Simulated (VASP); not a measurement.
# AlN (P6_3/mmc) in VASP: single point with LDA

Aim: the single point of AlN with LDA.

Everything below comes from runs of VASP 6.6.1. Logs are shortened: lines on timing, memory, paths and dates and some standing lists are left out, and cuts for length are marked.

**1. The cell of the first run**

It takes space group P6_3/mmc (No. 194, hexagonal). Conventional cell: a = 3.312 Å, b = 3.312 Å, c = 4.188 Å, α = 90.00°, β = 90.00°, γ = 120.00°. Within 2.5 Å of Al (site symmetry -6m2) lie 5 N at 1.91 to 2.09 Å. Within 2.5 Å of N (site symmetry -6m2) lie 5 Al at 1.91 to 2.09 Å.

**2. Single point, LDA**

Contents of INCAR:

```
PREC = Accurate ; ENCUT = 600
EDIFF = 1E-6 ; ISMEAR = 0
SIGMA = 0.01 ; LREAL = F
LASPH = T ; NELM = 120
ALGO = Normal ; ISIF = 2
LWAVE = F ; LCHARG = T
GGA = CA ; LELF = T
LVHAR = T ; NBANDS = 16
GGA_COMPAT = F
```

Contents of KPOINTS:

```
Automatic mesh
0
Gamma
  12 12 6
```

Contents of POSCAR:

```
AlN
1.0
    3.3121160000      0.0000000000      0.0000000000
   -1.6560580000      2.8683765963      0.0000000000
    0.0000000000      0.0000000000      4.1875630000
Al N
2 2
Direct
    0.3333333333      0.6666666667      0.7500000000
    0.6666666667      0.3333333333      0.2500000000
    0.3333333333      0.6666666667      0.2500000000
    0.6666666667      0.3333333333      0.7500000000
```

Potentials or basis: VASP PAW LDA potentials, release 64 (Al, N).

The run is started by

```console
cat potpaw_LDA.64/Al/POTCAR potpaw_LDA.64/N/POTCAR > POTCAR
mpirun -np 1 vasp_std > vasp.out
```

OUTCAR:

```text
PREC = Accurate
   ENCUT = 600
   EDIFF = 1E-6
   ISMEAR = 0
   LREAL = F
   LASPH = T
   NELM = 120
   ISIF = 2
   GGA = CA

 ion  position               nearest neighbor table
   1  0.333  0.667  0.750-   4 1.91   4 1.91   4 1.91   3 2.09   3 2.09   2 2.84   2 2.84   2 2.84
                             2 2.84   2 2.84   2 2.84
   2  0.667  0.333  0.250-   3 1.91   3 1.91   3 1.91   4 2.09   4 2.09   1 2.84   1 2.84   1 2.84
                             1 2.84   1 2.84   1 2.84
   3  0.333  0.667  0.250-   2 1.91   2 1.91   2 1.91   1 2.09   1 2.09
   4  0.667  0.333  0.750-   1 1.91   1 1.91   1 1.91   2 2.09   2 2.09

  LATTYP: Found a hexagonal cell.
 ALAT       =     3.3121160000
 C/A-ratio  =     1.2643165276

  Lattice vectors:

 A1 = (   3.3121160000,   0.0000000000,   0.0000000000)
 A2 = (  -1.6560580000,   2.8683765963,   0.0000000000)
 A3 = (   0.0000000000,   0.0000000000,   4.1875630000)

Analysis of symmetry for initial positions (statically):
=====================================================================
 Subroutine PRICEL returns:
 Original cell was already a primitive cell.

 Routine SETGRP: Setting up the symmetry group for a
 hexagonal supercell.

 Subroutine GETGRP returns: Found 24 space group operations
 (whereof 12 operations were pure point group operations)
 out of a pool of 24 trial point group operations.

The static configuration has the point symmetry D_3d.
 The point group associated with its full space group is D_6h.

Analysis of symmetry for dynamics (positions and initial velocities):
=====================================================================
 Subroutine PRICEL returns:
 Original cell was already a primitive cell.

 Routine SETGRP: Setting up the symmetry group for a
 hexagonal supercell.

 Subroutine GETGRP returns: Found 24 space group operations
 (whereof 12 operations were pure point group operations)
 out of a pool of 24 trial point group operations.

The dynamic configuration has the point symmetry D_3d.
 The point group associated with its full space group is D_6h.

 Subroutine INISYM returns: Found 24 space group operations
 (whereof 12 operations are pure point group operations),
 and found     1 'primitive' translations

----------------------------------------------------------------------------------------

                                     Primitive cell

  volume of cell :      39.7835

  direct lattice vectors                    reciprocal lattice vectors
     3.312116000  0.000000000  0.000000000     0.301921793  0.174314628  0.000000000
    -1.656058000  2.868376596  0.000000000     0.000000000  0.348629256  0.000000000
     0.000000000  0.000000000  4.187563000     0.000000000  0.000000000  0.238802377

  length of vectors
     3.312116000  3.312116000  4.187563000     0.348629256  0.348629256  0.238802377

  position of ions in fractional coordinates (direct lattice)
     0.333333333  0.666666667  0.750000000
     0.666666667  0.333333333  0.250000000
     0.333333333  0.666666667  0.250000000
     0.666666667  0.333333333  0.750000000

  ion indices of the primitive-cell ions
   primitive index   ion index
                 1           1
                 2           2
                 3           3
                 4           4

----------------------------------------------------------------------------------------

 KPOINTS: Automatic mesh

Automatic generation of k-mesh.
 Grid dimensions read from file:
 generate k-points for:   12   12    6

 Generating k-lattice:

  Cartesian coordinates                     Fractional coordinates (reciprocal lattice)
     0.025160149  0.014526219  0.000000000     0.083333333  0.000000000  0.000000000
     0.000000000  0.029052438  0.000000000     0.000000000  0.083333333  0.000000000
     0.000000000  0.000000000  0.039800396     0.000000000  0.000000000  0.166666667

  Length of vectors
     0.029052438  0.029052438  0.039800396

  Shift w.r.t. Gamma in fractional coordinates (k-lattice)
     0.000000000  0.000000000  0.000000000

 Subroutine IBZKPT returns following result:
 ===========================================

 Found     76 irreducible k-points:

 Following reciprocal coordinates:
            Coordinates               Weight
  0.000000  0.000000  0.000000      1.000000
  0.083333  0.000000  0.000000      6.000000
  0.166667  0.000000  0.000000      6.000000
  0.250000  0.000000  0.000000      6.000000
  0.333333  0.000000  0.000000      6.000000
  0.416667  0.000000  0.000000      6.000000
[... 16 lines left out ...]
  0.250000  0.000000  0.166667     12.000000
  0.333333  0.000000  0.166667     12.000000
 [... further k-points ...]
   k-points           NKPTS =     76   k-points in BZ     NKDIM =     76   number of bands    NBANDS=     16
   number of dos      NEDOS =    301   number of ions     NIONS =      4
   total plane-waves  NPLWV =  28224
   dimension x,y,z NGX =    28 NGY =   28 NGZ =   36
   dimension x,y,z NGXF=    56 NGYF=   56 NGZF=   72
   ions per type =               2   2
   NGX,Y,Z   is equivalent  to a cutoff of  14.05, 14.05, 14.29 a.u.
   NGXF,Y,Z  is equivalent  to a cutoff of  28.11, 28.11, 28.58 a.u.
 SYSTEM =  unknown system
   PREC   = accura    normal or accurate (medium, high low for compatibility)
   ISTART =      0    job   : 0-new  1-cont  2-samecut
   ICHARG =      2    charge: 1-file 2-atom 10-const
   ISPIN  =      1    spin polarized calculation?
   LNONCOLLINEAR =      F non collinear calculations
   LSORBIT =      F    spin-orbit coupling
   LASPH  =      T    aspherical Exc in radial PAW
   ENCUT  =  600.0 eV  44.10 Ry    6.64 a.u.   6.62  6.62  8.36*2*pi/ulx,y,z
   NELM   =    120;   NELMIN=  2; NELMDL= -5     # of ELM steps
   EDIFF  = 0.1E-05   stopping-criterion for ELM
   LREAL  =      F    real-space projection
   EDIFFG = 0.1E-04   stopping-criterion for IOM
   NSW    =      0    number of steps for IOM
   IBRION =     -1    ionic relax: 0-MD 1-quasi-New 2-CG
   NFREE  =      0    steps in history (QN), initial steepest desc. (CG)
   ISIF   =      2    stress and relaxation
   ISYM   =      2    0-nonsym 1-usesym 2-fastsym
   POTIM  = 0.5000    time-step for ionic-motion
   TEBEG  =    0.0;   TEEND  =   0.0 temperature during run
   PSTRESS=    0.0 pullay stress
   NELECT =      16.0000    total number of electrons
   NUPDOWN=      -1.0000    fix difference up-down
   EMIN   =  10.00;   EMAX   =-10.00  energy-range for DOS
   EFERMI =   0.00;   METHOD = LEGACY
   ISMEAR =     0;   SIGMA  =   0.01  broadening in eV -4-tet -1-fermi 0-gaus
   EFERMI_NEDOS =   21; number of points for ismear=-14 and -15
   IALGO  =     38    algorithm
   IMIX   =      4    mixing-type and parameters
     AMIX     =   0.40;   BMIX     =  1.00
     AMIX_MAG =   1.60;   BMIX_MAG =  1.00
  volume/ion in A,a.u.               =       9.95        67.12
  Fermi-wavevector in a.u.,A,eV,Ry     =   1.208409  2.283561 19.867925  1.460251
  Thomas-Fermi vector in A             =   2.344017
   LORBIT       =      0    0 simple, 1 ext, 2 COOP (PROOUT), +10 PAW based schemes
   GGA     = CA    functional components
   LHFCALC =     F    Hartree Fock is set to
   AEXX    =    0.0000 exact exchange contribution
   IVDW    =     0    specifies the selected vdW correction
   LEPSILON=     F    determine dielectric tensor
   LRPA    =     F    only Hartree local field effects (RPA)
 non-spin polarized calculation
 Gauss-broadening in eV      SIGMA  =   0.01
  energy-cutoff  :      600.00
  volume of cell :       39.78
 maximum number of plane-waves:      1355
 NGX is ok and might be reduce to    28
   NGX = 13   NGY = 13   NGZ = 17

 number of electron      16.0000001 magnetization

 Free energy of the ion-electron system (eV)
  ---------------------------------------------------
  ext. energy  EPLUGINS =         0.00000000
  ---------------------------------------------------
  free energy    TOTEN  =       -32.44314626 eV

  energy without entropy =      -32.44314626  energy(sigma->0) =      -32.44314626

 E-fermi :   7.8179     XC(G=0): -11.4878

 val. band max:        7.6838922391   @ k =   0.0000   0.0000   0.0000
 cond. band min:      10.9686174516   @ k =   0.0000   0.0000   0.0000
 fundamental gap:      3.2847252125
 Fermi energy:         7.8178756709

 k-point     1 :       0.0000    0.0000    0.0000
  band No.  band energies     occupation
      1      -8.9414      2.00000
      2      -5.2129      2.00000
      3       0.7831      2.00000
      4       4.4119      2.00000
      5       4.4119      2.00000
      6       6.0780      2.00000
[... 8 lines left out ...]
     15      19.3325      0.00000
     16      19.4994      0.00000

 k-point     2 :       0.0833    0.0000    0.0000
  band No.  band energies     occupation
      1      -8.8607      2.00000
      2      -5.2089      2.00000
      3       0.8688      2.00000
      4       4.1122      2.00000
      5       4.2924      2.00000
      6       5.7822      2.00000
[... 8 lines left out ...]
     15      18.9081      0.00000
     16      19.1418      0.00000

 k-point     3 :       0.1667    0.0000    0.0000
  band No.  band energies     occupation
      1      -8.6243      2.00000
      2      -5.2122      2.00000
      3       1.1220      2.00000
      4       3.3783      2.00000
      5       4.0122      2.00000
      6       5.1428      2.00000
[... 8 lines left out ...]
     15      18.4288      0.00000
     16      19.4677      0.00000
[... 362 lines left out ...]
 k-point    23 :       0.2500    0.0000    0.1667
  band No.  band energies     occupation
      1      -8.0942      2.00000
      2      -5.5278      2.00000
      3       1.3264      2.00000
      4       3.1315      2.00000
      5       3.8284      2.00000
      6       4.0564      2.00000
[... 8 lines left out ...]
     15      18.6174      0.00000
     16      19.8780      0.00000

 k-point    24 :       0.3333    0.0000    0.1667
  band No.  band energies     occupation
      1      -7.6365      2.00000
      2      -5.5821      2.00000
      3       1.0770      2.00000
      4       2.8040      2.00000
      5       3.5680      2.00000
      6       3.6085      2.00000
[... 8 lines left out ...]
     15      19.1593      0.00000
     16      20.1448      0.00000

 [... further k-points ...]

------------------------ aborting loop because EDIFF is reached ----------------------------------------

  FORCE on cell =-STRESS in cart. coord.  units (eV):
  Direction    XX          YY          ZZ          XY          YZ          ZX
  --------------------------------------------------------------------------------------
  -------------------------------------------------------------------------------------
  Total       -2.0262008     -2.0262008     -2.1438176      0.0000000     -0.0000000     -0.0000000
  in kB      -81.5999713    -81.5999713    -86.3366803      0.0000000     -0.0000000     -0.0000000
  external PRESSURE =     -83.1788743 kB  Pullay stress =       0.0000000 kB

 VOLUME and BASIS-vectors are now :
 -----------------------------------------------------------------------------
  energy-cutoff  :      600.00
  volume of cell :       39.78
      direct lattice vectors                 reciprocal lattice vectors
     3.312116000  0.000000000  0.000000000     0.301921793  0.174314628  0.000000000
    -1.656058000  2.868376596  0.000000000     0.000000000  0.348629256  0.000000000
     0.000000000  0.000000000  4.187563000     0.000000000  0.000000000  0.238802377

 POSITION                                       TOTAL-FORCE (eV/Angst)
 -----------------------------------------------------------------------------------
     -0.00000      1.91225      3.14067         0.000000      0.000000      0.000000
      1.65606      0.95613      1.04689        -0.000000     -0.000000      0.000000
     -0.00000      1.91225      1.04689         0.000000      0.000000      0.000000
      1.65606      0.95613      3.14067        -0.000000      0.000000      0.000000
 -----------------------------------------------------------------------------------
    total drift:                               -0.000000      0.000000     -0.000000

  FREE ENERGIE OF THE ION-ELECTRON SYSTEM (eV)
  ---------------------------------------------------
  free  energy   TOTEN  =       -32.4431462555 eV

  energy  without entropy=      -32.4431462555  energy(sigma->0) =      -32.44314626
```

Wall time 22 s (1 thread of Intel Xeon 6975P-C (Granite Rapids), shared host); peak memory 0.18 GiB.

What came out:

```yaml
Free_energy: -32.4431 eV
Pressure: -8.3 GPa
Band_gap_on_the_k_mesh: 3.28 eV
```

Caveat: the cell stands under tension. A k mesh can miss the band edges.
